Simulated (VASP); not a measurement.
Wanted: the native input for a VASP 6.6.1 run.

```
Task                   : relaxation of cell and atoms
Functional             : PBE
Potentials or basis    : VASP PAW PBE potentials, release 64 (Pb_d, I)
Cutoff                 : 600 eV
k mesh                 : 10 × 10 × 10
Occupations            : gaussian, width 0.1 eV
Spin                   : no spin polarisation
Dipole correction      : no
Further INCAR settings : ALGO = Normal; EDIFF = 1e-06; IBRION = 2; EDIFFG = -0.01; NSW = 100; ISIF = 3
```

The structure of PbI3 lies in POSCAR:

```
PbI3
1.0
    5.3689632093      0.0000000000      0.0000000000
    0.0000000000      5.3689632093      0.0000000000
    0.0000000000      0.0000000000      5.3689632093
Pb I
1 3
Direct
    0.0000000000      0.0000000000      0.0000000000
    0.0000000000      0.5000000000      0.5000000000
    0.5000000000      0.0000000000      0.5000000000
    0.5000000000      0.5000000000      0.0000000000
```

One way to write it, as run:

INCAR

```
SYSTEM = PbI3
PREC     = Accurate       ! precision mode
ENCUT    = 600            ! plane-wave cutoff, eV
EDIFF    = 1E-6           ! SCF threshold, eV
ISMEAR   = 0              ! smearing method
SIGMA    = 0.1            ! smearing width, eV
LREAL    = .False.        ! projectors in reciprocal space
LASPH    = .True.         ! aspherical terms in the spheres
NELM     = 80             ! most SCF steps
ALGO     = Normal         ! electronic algorithm
ISIF     = 3              ! what is computed and relaxed
LWAVE    = .False.        ! write WAVECAR
LCHARG   = .False.        ! write CHGCAR
GGA      = PE             ! functional
IBRION   = 2              ! ionic algorithm
NSW      = 100            ! ionic steps
EDIFFG   = -0.01          ! ionic threshold
```

KPOINTS

```
regular mesh
0
Gamma
  10 10 10
  0 0 0
```

Potentials or basis: VASP PAW PBE potentials, release 64 (Pb_d, I).

Launch:

```bash
$ cat potpaw_PBE.64/Pb_d/POTCAR potpaw_PBE.64/I/POTCAR > POTCAR
$ mpirun -np 1 vasp_std > vasp.out
```

It gave:

The relaxed volume is 36.47 Å³/atom and the relaxed cell is a = 5.264 Å, b = 5.264 Å, c = 5.264 Å, α = 90.00°, β = 90.00°, γ = 90.00°. The space group after relaxing (to 0.1 Å) is Pm-3m (No. 221), the energy gained by relaxing is 8.9 meV/atom and the ionic steps are 3. The pressure after relaxing is 0.0 GPa. The band gap on the k mesh is zero (an odd number of electrons rules out a gap without spin polarisation).

Caveat: spin-orbit coupling is left out, which moves the levels of the heavy elements; an odd number of electrons without spin polarisation forces a metal; a magnetic or distorted state may lie lower.

Run time: 2.9 min on 1 thread of Intel(R) Xeon(R) 6975P-C (Granite Rapids) (shared host), peak memory 0.48 GiB.
